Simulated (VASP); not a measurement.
# BaTiO3 in VASP: further runs

The runs below take BaTiO3 through single point, with LDA+U, LDA.

Everything below comes from runs of VASP 6.6.1. Logs are shortened: lines on timing, memory, paths and dates and some standing lists are left out, and cuts for length are marked.

### Step 1. The cell of the first run

The typed cell holds 10 atoms: a = 3.943 Å, b = 5.576 Å, c = 5.581 Å, α = 90.07°, β = 89.94°, γ = 90.01°.

### Step 2. Single point, LDA+U

The input, INCAR:

```
PREC = Accurate ; ENCUT = 600
EDIFF = 1E-6 ; ISMEAR = -1
SIGMA = 0.05 ; LREAL = False
LASPH = True ; NELM = 200
ALGO = Normal ; ISIF = 2
LWAVE = False ; LCHARG = False
LMAXMIX = 4 ; LDAU = True
LDAUTYPE = 2 ; LDAUL = -1 2 -1
LDAUU = 0 1 0 ; LDAUJ = 0 0 0
LDAUPRINT = 1 ; GGA = CA
NBANDS = 51 ; GGA_COMPAT = False
KPAR = 4
```

The input, KPOINTS:

```
Automatic mesh
0
Gamma
  7 5 5
```

The input, POSCAR:

```
BaTiO3
1.0
    0.0011919404     -0.0016256447     -3.9432961462
    3.9401396320      3.9452045292      0.0003014652
    3.9435894309     -3.9484312700     -0.0034445031
Ba Ti O
2 2 6
Direct
    1.0038819135     -0.0002672906      0.0039917696
    1.0038843340      0.4997249253      0.5039926781
    0.5109684506      0.4993071549      1.0112550583
    0.5109652852      0.9993061269      0.5112544857
    0.9927522658      0.5002095545      0.9960812760
   -0.0072483986      1.0002069493      0.4960818281
    0.4962648697      0.2521563029      0.2442305175
    0.4962633959      0.7521576611      0.7442301826
    0.4961347516      0.2485996803      0.7444413230
    0.4961331324      0.7485989353      0.2444408712
```

Potentials or basis: VASP PAW LDA potentials, release 64 (Ba_sv, Ti_sv, O).

Command:

```
> cat potpaw_LDA.64/Ba_sv/POTCAR potpaw_LDA.64/Ti_sv/POTCAR potpaw_LDA.64/O/POTCAR > POTCAR
> mpirun -np 4 vasp_std > vasp.out
```

OUTCAR:

```text
PREC = Accurate
   ENCUT = 600
   EDIFF = 1E-6
   ISMEAR = -1
   LREAL = False
   LASPH = True
   NELM = 200
   ISIF = 2
   GGA = CA

 ion  position               nearest neighbor table
   1  0.004  1.000  0.004-  10 2.75   6 2.75   7 2.75   5 2.79   8 2.79  10 2.79   7 2.79   9 2.79
                             5 2.79   8 2.83   6 2.83   9 2.84   4 3.37   3 3.40   4 3.40   3 3.40
   2  0.004  0.500  0.504-   9 2.75   5 2.75   8 2.75   6 2.79   7 2.79   9 2.79   8 2.79  10 2.79
                             6 2.79   7 2.83   5 2.83  10 2.84   3 3.37   4 3.40   3 3.40   4 3.40
   3  0.511  0.499  0.011-   7 1.90   5 1.90  10 1.90   9 2.04   5 2.05   8 2.05   2 3.37   1 3.40
                             2 3.40   1 3.40   1 3.43   2 3.43   1 3.43   2 3.47
   4  0.511  0.999  0.511-   8 1.90   6 1.90   9 1.90  10 2.04   6 2.05   7 2.05   1 3.37   2 3.40
                             1 3.40   2 3.40   2 3.43   1 3.43   2 3.43   1 3.47
   5  0.993  0.500  0.996-   3 1.90   3 2.05   2 2.75   1 2.79   1 2.79   2 2.83
   6  0.993  0.000  0.496-   4 1.90   4 2.05   1 2.75   2 2.79   2 2.79   1 2.83
   7  0.496  0.252  0.244-   3 1.90   4 2.05   1 2.75   2 2.79   1 2.79   2 2.83
   8  0.496  0.752  0.744-   4 1.90   3 2.05   2 2.75   1 2.79   2 2.79   1 2.83
   9  0.496  0.249  0.744-   4 1.90   3 2.04   2 2.75   2 2.79   1 2.79   1 2.84
  10  0.496  0.749  0.244-   3 1.90   4 2.04   1 2.75   1 2.79   2 2.79   2 2.84

  LATTYP: Found a triclinic cell.
 ALAT       =     5.5805034681
 B/A-ratio  =     0.9991538431
 C/A-ratio  =     0.7066202331
 COS(alpha) =     0.0001321627
 COS(beta)  =     0.0011225319
 COS(gamma) =     0.0012558612

  Lattice vectors:

 A1 = (   3.9435894309,  -3.9484312700,  -0.0034445031)
 A2 = (  -3.9401396320,  -3.9452045292,  -0.0003014652)
 A3 = (   0.0011919404,  -0.0016256447,  -3.9432961462)

Analysis of symmetry for initial positions (statically):
=====================================================================
 Subroutine PRICEL returns:
 Original cell was already a primitive cell.

 Routine SETGRP: Setting up the symmetry group for a
 triclinic supercell.

 Subroutine GETGRP returns: Found  1 space group operations
 (whereof  1 operations were pure point group operations)
 out of a pool of  2 trial point group operations.

The static configuration has the point symmetry C_1 .

Analysis of symmetry for dynamics (positions and initial velocities):
=====================================================================
 Subroutine PRICEL returns:
 Original cell was already a primitive cell.

 Routine SETGRP: Setting up the symmetry group for a
 triclinic supercell.

 Subroutine GETGRP returns: Found  1 space group operations
 (whereof  1 operations were pure point group operations)
 out of a pool of  2 trial point group operations.

The dynamic configuration has the point symmetry C_1 .

 Subroutine INISYM returns: Found  1 space group operations
 (whereof  1 operations are pure point group operations),
 and found     1 'primitive' translations

----------------------------------------------------------------------------------------

                                     Primitive cell

  volume of cell :     122.6981

  direct lattice vectors                    reciprocal lattice vectors
     0.001191940 -0.001625645 -3.943296146    -0.000101053  0.000120301 -0.253595033
     3.940139632  3.945204529  0.000301465     0.126895395  0.126739799 -0.000013892
     3.943589431 -3.948431270 -0.003444503     0.126791735 -0.126628965  0.000090529

  length of vectors
     3.943296661  5.575781487  5.580503468     0.253595082  0.179347200  0.179195555

  position of ions in fractional coordinates (direct lattice)
     0.003881914  0.999732709  0.003991770
     0.003884334  0.499724925  0.503992678
     0.510968451  0.499307155  0.011255058
     0.510965285  0.999306127  0.511254486
     0.992752266  0.500209555  0.996081276
     0.992751601  0.000206949  0.496081828
     0.496264870  0.252156303  0.244230518
     0.496263396  0.752157661  0.744230183
     0.496134752  0.248599680  0.744441323
     0.496133132  0.748598935  0.244440871

  ion indices of the primitive-cell ions
   primitive index   ion index
                 1           1
                 2           2
                 3           3
                 4           4
                 5           5
                 6           6
[... 97 lines left out ...]
  volume/ion in A,a.u.               =      12.27        82.80
  Fermi-wavevector in a.u.,A,eV,Ry     =   1.419577  2.682611 27.418431  2.015198
  Thomas-Fermi vector in A             =   2.540583
   LORBIT       =      0    0 simple, 1 ext, 2 COOP (PROOUT), +10 PAW based schemes
 LDA+U is selected, type is set to LDAUTYPE =  2
   angular momentum for each species LDAUL =    -1    2   -1
   U (eV)           for each species LDAUU =   0.0  1.0  0.0
   J (eV)           for each species LDAUJ =   0.0  0.0  0.0
   GGA     = CA    functional components
   LHFCALC =     F    Hartree Fock is set to
   AEXX    =    0.0000 exact exchange contribution
   IVDW    =     0    specifies the selected vdW correction
   LEPSILON=     F    determine dielectric tensor
   LRPA    =     F    only Hartree local field effects (RPA)
 non-spin polarized calculation
  energy-cutoff  :      600.00
  volume of cell :      122.70
 maximum number of plane-waves:      4125
   NGX = 15   NGY = 23   NGZ = 23

atom =   3  type =  2  l = 2

 onsite density matrix

spin component  1

  0.1281  0.0002 -0.0024 -0.0002  0.0000
  0.0002  0.1283 -0.0013  0.0002  0.0022
 -0.0024 -0.0013  0.2576  0.0011  0.0002
 -0.0002  0.0002  0.0011  0.1278  0.0019
  0.0000  0.0022  0.0002  0.0019  0.2577

spin component  2

  0.1281  0.0002 -0.0024 -0.0002  0.0000
  0.0002  0.1283 -0.0013  0.0002  0.0022
 -0.0024 -0.0013  0.2576  0.0011  0.0002
 -0.0002  0.0002  0.0011  0.1278  0.0019
  0.0000  0.0022  0.0002  0.0019  0.2577

 occupancies and eigenvectors

  o =  0.1277  v = -0.3972  0.3122  0.0031 -0.8629  0.0076  0.0000  0.0000  0.0000  0.0000  0.0000      0.0000  0.0000  0.0000  0.0000  0.0000  0.0000  0.0000  0.0000  0.0000  0.0000
  o =  0.1277  v =  0.0000  0.0000  0.0000  0.0000  0.0000 -0.3972  0.3122  0.0031 -0.8629  0.0076      0.0000  0.0000  0.0000  0.0000  0.0000  0.0000  0.0000  0.0000  0.0000  0.0000
  o =  0.1281  v =  0.7899 -0.3621  0.0155 -0.4945  0.0133  0.0000  0.0000  0.0000  0.0000  0.0000      0.0000  0.0000  0.0000  0.0000  0.0000  0.0000  0.0000  0.0000  0.0000  0.0000
  o =  0.1281  v =  0.0000  0.0000  0.0000  0.0000  0.0000  0.7899 -0.3621  0.0155 -0.4945  0.0133      0.0000  0.0000  0.0000  0.0000  0.0000  0.0000  0.0000  0.0000  0.0000  0.0000
  o =  0.1283  v =  0.0000  0.0000  0.0000  0.0000  0.0000 -0.4668 -0.8781 -0.0164 -0.1027  0.0163      0.0000  0.0000  0.0000  0.0000  0.0000  0.0000  0.0000  0.0000  0.0000  0.0000
  o =  0.1283  v = -0.4668 -0.8781 -0.0164 -0.1027  0.0163  0.0000  0.0000  0.0000  0.0000  0.0000      0.0000  0.0000  0.0000  0.0000  0.0000  0.0000  0.0000  0.0000  0.0000  0.0000
  o =  0.2575  v =  0.0150  0.0178 -0.8033  0.0019  0.5952  0.0000  0.0000  0.0000  0.0000  0.0000      0.0000  0.0000  0.0000  0.0000  0.0000  0.0000  0.0000  0.0000  0.0000  0.0000
  o =  0.2575  v =  0.0000  0.0000  0.0000  0.0000  0.0000  0.0150  0.0178 -0.8033  0.0019  0.5952      0.0000  0.0000  0.0000  0.0000  0.0000  0.0000  0.0000  0.0000  0.0000  0.0000
  o =  0.2579  v =  0.0000  0.0000  0.0000  0.0000  0.0000 -0.0110  0.0076  0.5952  0.0171  0.8033      0.0000  0.0000  0.0000  0.0000  0.0000  0.0000  0.0000  0.0000  0.0000  0.0000
  o =  0.2579  v = -0.0110  0.0076  0.5952  0.0171  0.8033  0.0000  0.0000  0.0000  0.0000  0.0000      0.0000  0.0000  0.0000  0.0000  0.0000  0.0000  0.0000  0.0000  0.0000  0.0000

atom =   4  type =  2  l = 2

 onsite density matrix

spin component  1

  0.1281  0.0002 -0.0024 -0.0002  0.0000
  0.0002  0.1283 -0.0013  0.0002  0.0022
 -0.0024 -0.0013  0.2576  0.0011  0.0002
 -0.0002  0.0002  0.0011  0.1278  0.0019
  0.0000  0.0022  0.0002  0.0019  0.2577

spin component  2

  0.1281  0.0002 -0.0024 -0.0002  0.0000
  0.0002  0.1283 -0.0013  0.0002  0.0022
 -0.0024 -0.0013  0.2576  0.0011  0.0002
 -0.0002  0.0002  0.0011  0.1278  0.0019
  0.0000  0.0022  0.0002  0.0019  0.2577

 occupancies and eigenvectors

  o =  0.1277  v = -0.3957  0.3105  0.0031 -0.8642  0.0076  0.0000  0.0000  0.0000  0.0000  0.0000      0.0000  0.0000  0.0000  0.0000  0.0000  0.0000  0.0000  0.0000  0.0000  0.0000
  o =  0.1277  v =  0.0000  0.0000  0.0000  0.0000  0.0000 -0.3957  0.3105  0.0031 -0.8642  0.0076      0.0000  0.0000  0.0000  0.0000  0.0000  0.0000  0.0000  0.0000  0.0000  0.0000
  o =  0.1281  v =  0.7913 -0.3621  0.0155 -0.4922  0.0133  0.0000  0.0000  0.0000  0.0000  0.0000      0.0000  0.0000  0.0000  0.0000  0.0000  0.0000  0.0000  0.0000  0.0000  0.0000
  o =  0.1281  v =  0.0000  0.0000  0.0000  0.0000  0.0000  0.7913 -0.3621  0.0155 -0.4922  0.0133      0.0000  0.0000  0.0000  0.0000  0.0000  0.0000  0.0000  0.0000  0.0000  0.0000
  o =  0.1283  v =  0.0000  0.0000  0.0000  0.0000  0.0000 -0.4657 -0.8787 -0.0164 -0.1024  0.0163      0.0000  0.0000  0.0000  0.0000  0.0000  0.0000  0.0000  0.0000  0.0000  0.0000
  o =  0.1283  v = -0.4657 -0.8787 -0.0164 -0.1024  0.0163  0.0000  0.0000  0.0000  0.0000  0.0000      0.0000  0.0000  0.0000  0.0000  0.0000  0.0000  0.0000  0.0000  0.0000  0.0000
  o =  0.2575  v =  0.0150  0.0178 -0.8031  0.0019  0.5954  0.0000  0.0000  0.0000  0.0000  0.0000      0.0000  0.0000  0.0000  0.0000  0.0000  0.0000  0.0000  0.0000  0.0000  0.0000
  o =  0.2575  v =  0.0000  0.0000  0.0000  0.0000  0.0000  0.0150  0.0178 -0.8031  0.0019  0.5954      0.0000  0.0000  0.0000  0.0000  0.0000  0.0000  0.0000  0.0000  0.0000  0.0000
  o =  0.2579  v =  0.0000  0.0000  0.0000  0.0000  0.0000 -0.0110  0.0076  0.5954  0.0171  0.8031      0.0000  0.0000  0.0000  0.0000  0.0000  0.0000  0.0000  0.0000  0.0000  0.0000
  o =  0.2579  v = -0.0110  0.0076  0.5954  0.0171  0.8031  0.0000  0.0000  0.0000  0.0000  0.0000      0.0000  0.0000  0.0000  0.0000  0.0000  0.0000  0.0000  0.0000  0.0000  0.0000

 number of electron      80.0000002 magnetization

 Free energy of the ion-electron system (eV)
  ---------------------------------------------------
  ext. energy  EPLUGINS =         0.00000000
  ---------------------------------------------------
  free energy    TOTEN  =       -86.88493965 eV

  energy without entropy =      -86.88493965  energy(sigma->0) =      -86.88493965

 E-fermi :   4.9599     XC(G=0): -11.9610

 val. band max:        3.8774586729   @ k =   0.4286  -0.0000   0.0000
 cond. band min:       5.9669997771   @ k =   0.0000   0.0000   0.0000
 fundamental gap:      2.0895411042
 Fermi energy:         4.9598916409

 k-point     1 :       0.0000    0.0000    0.0000
  band No.  band energies     occupation
      1     -51.9514      2.00000
      2     -51.9486      2.00000
      3     -28.6597      2.00000
      4     -28.6561      2.00000
      5     -28.5997      2.00000
      6     -28.5974      2.00000
[... 1285 lines left out ...]
     50      10.6965      0.00000
     51      10.7916      0.00000

 [... further k-points ...]

------------------------ aborting loop because EDIFF is reached ----------------------------------------

  FORCE on cell =-STRESS in cart. coord.  units (eV):
  Direction    XX          YY          ZZ          XY          YZ          ZX
  --------------------------------------------------------------------------------------
  -------------------------------------------------------------------------------------
  Total        2.2599442      2.2186530      2.2459791      0.0220223     -0.0225215      0.0134474
  in kB       29.5100768     28.9709010     29.3277224      0.2875640     -0.2940831      0.1755944
  external PRESSURE =      29.2695667 kB  Pullay stress =       0.0000000 kB

 VOLUME and BASIS-vectors are now :
 -----------------------------------------------------------------------------
  energy-cutoff  :      600.00
  volume of cell :      122.70
      direct lattice vectors                 reciprocal lattice vectors
     0.001191940 -0.001625645 -3.943296146    -0.000101053  0.000120301 -0.253595033
     3.940139632  3.945204529  0.000301465     0.126895395  0.126739799 -0.000013892
     3.943589431 -3.948431270 -0.003444503     0.126791735 -0.126628965  0.000090529

 POSITION                                       TOTAL-FORCE (eV/Angst)
 -----------------------------------------------------------------------------------
      3.95483      3.92838     -0.01502        -0.016008      0.018067      0.016584
      3.95653     -0.01847     -0.01690        -0.015658      0.018488      0.016648
      2.01233      1.92460     -2.01479        -0.094662      0.107759      0.099249
      5.95419      1.92298     -2.01635        -0.094872      0.107515      0.099187
      5.90021     -1.96114     -3.91800         0.006348     -0.007390     -0.102623
      1.95834     -1.95954     -3.91642         0.006319     -0.007331     -0.102669
      1.95727      0.02967     -1.95768         0.006031     -0.111220     -0.006509
      5.89914      0.02807     -1.95925         0.005992     -0.111517     -0.006539
      3.91588     -1.95941     -1.95890         0.098251     -0.007186     -0.006650
      3.91415      1.98741     -1.95702         0.098259     -0.007186     -0.006678
 -----------------------------------------------------------------------------------
    total drift:                                0.000112     -0.000460      0.001535

  FREE ENERGIE OF THE ION-ELECTRON SYSTEM (eV)
  ---------------------------------------------------
  free  energy   TOTEN  =       -86.8849396524 eV

  energy  without entropy=      -86.8849396522  energy(sigma->0) =      -86.88493965
```

It took 5.7 min on 4 MPI ranks of Intel Xeon Platinum 8259CL at 2.50GHz (Skylake/Cascade Lake), shared host; peak memory 0.61 GiB.

Results:

```yaml
Free_energy: -86.8849 eV
Pressure: 2.9 GPa
Largest_force: 0.174 eV/Å
Band_gap_on_the_k_mesh: 2.09 eV
```

Forces on the atoms (eV/Å):
```
Ba  -0.016  0.018  0.017
Ba  -0.016  0.018  0.017
Ti  -0.095  0.108  0.099
Ti  -0.095  0.108  0.099
O    0.006 -0.007 -0.103
O    0.006 -0.007 -0.103
O    0.006 -0.111 -0.007
O    0.006 -0.112 -0.007
O    0.098 -0.007 -0.007
O    0.098 -0.007 -0.007
```

Levels at points of the mesh, in eV from the valence-band top:
```
           k point  band 38  band 39  band 40  band 41  band 42  band 43
(0.00, 0.00, 0.00)    -0.20    -0.19    -0.09     2.09     2.10     2.17
```

Eigenvalues of the final occupation matrices:
| site | spin | trace | eigenvalues |
| --- | --- | --- | --- |
| site 3 d | 1 | 0.90 | 0.13 0.13 0.13 0.26 0.26 |
| site 3 d | 2 | 0.90 | 0.13 0.13 0.13 0.26 0.26 |
| site 4 d | 1 | 0.90 | 0.13 0.13 0.13 0.26 0.26 |
| site 4 d | 2 | 0.90 | 0.13 0.13 0.13 0.26 0.26 |

Caveat: spin-orbit coupling is left out, which moves the levels of the heavy elements.

[end of part 1 of 2]
